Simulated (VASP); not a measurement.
Input of a VASP 6.6.1 run:

POSCAR

```
HfSi
1.0
    6.8890000000      0.0000000000      0.0000000000
    0.0000000000      3.7720000000      0.0000000000
    0.0000000000      0.0000000000      5.2230000000
Hf Si
4 4
Direct
    0.1780000000      0.2500000000      0.1240000000
    0.3220000000      0.7500000000      0.6240000000
    0.6780000000      0.2500000000      0.3760000000
    0.8220000000      0.7500000000      0.8760000000
    0.0400000000      0.2500000000      0.6300000000
    0.4600000000      0.7500000000      0.1300000000
    0.5400000000      0.2500000000      0.8700000000
    0.9600000000      0.7500000000      0.3700000000
```

INCAR.step1

```
SYSTEM = HfSi
PREC     = Accurate       ! precision mode
ENCUT    = 600            ! plane-wave cutoff, eV
ISMEAR   = 0              ! smearing method
SIGMA    = 0.1            ! smearing width, eV
LREAL    = .False.        ! projectors in reciprocal space
LASPH    = .True.         ! aspherical terms in the spheres
NELM     = 100            ! most SCF steps
GGA      = PE             ! functional
ALGO     = Normal         ! electronic algorithm
EDIFF    = 1E-4           ! SCF threshold, eV
LWAVE    = .True.         ! write WAVECAR
LCHARG   = .False.        ! write CHGCAR
```

File INCAR.step2:

```
SYSTEM = HfSi
PREC     = Accurate       ! precision mode
ENCUT    = 600            ! plane-wave cutoff, eV
EDIFF    = 1E-6           ! SCF threshold, eV
ISMEAR   = 0              ! smearing method
SIGMA    = 0.1            ! smearing width, eV
LREAL    = .False.        ! projectors in reciprocal space
LASPH    = .True.         ! aspherical terms in the spheres
NELM     = 100            ! most SCF steps
ALGO     = Normal         ! electronic algorithm
ISIF     = 3              ! what is computed and relaxed
LWAVE    = .False.        ! write WAVECAR
LCHARG   = .False.        ! write CHGCAR
METAGGA  = R2SCAN         ! meta-GGA
LMIXTAU  = .True.       
IBRION   = 2              ! ionic algorithm
NSW      = 90             ! ionic steps
EDIFFG   = -0.04          ! ionic threshold
ISTART   = 1
```

File KPOINTS:

```
regular mesh
0
Gamma
  4 4 4
  0 0 0
```

Potentials or basis: VASP PAW PBE potentials, release 64 (Hf_pv, Si).

Launch:

```sh
$ cat potpaw_PBE.64/Hf_pv/POTCAR potpaw_PBE.64/Si/POTCAR > POTCAR
$ cp INCAR.step1 INCAR
$ mpirun -np 1 vasp_std > vasp.out
$ cp INCAR.step2 INCAR
$ mpirun -np 1 vasp_std > vasp.out
```

Task: Estimate the relaxed volume.

Result: 16.87 Å³/atom.

Task: Estimate the relaxed cell.

Result: a = 6.854 Å, b = 3.771 Å, c = 5.224 Å, α = 90.00°, β = 90.00°, γ = 90.00°.

Task: Predict the band gap on the k mesh.

Result: Zero (bands 28 and 29 overlap by 0.11 eV).

Stress tensor (GPa, compression positive):
```
 0.19  0.00  0.00
 0.00  0.32  0.00
 0.00  0.00 -0.22
```

Caveat: the k points lie up to 0.42 Å⁻¹ apart in the final cell; the PAW data sets were made with another functional, which shifts forces and pressure a little; spin-orbit coupling is left out, which moves the levels of the heavy elements.
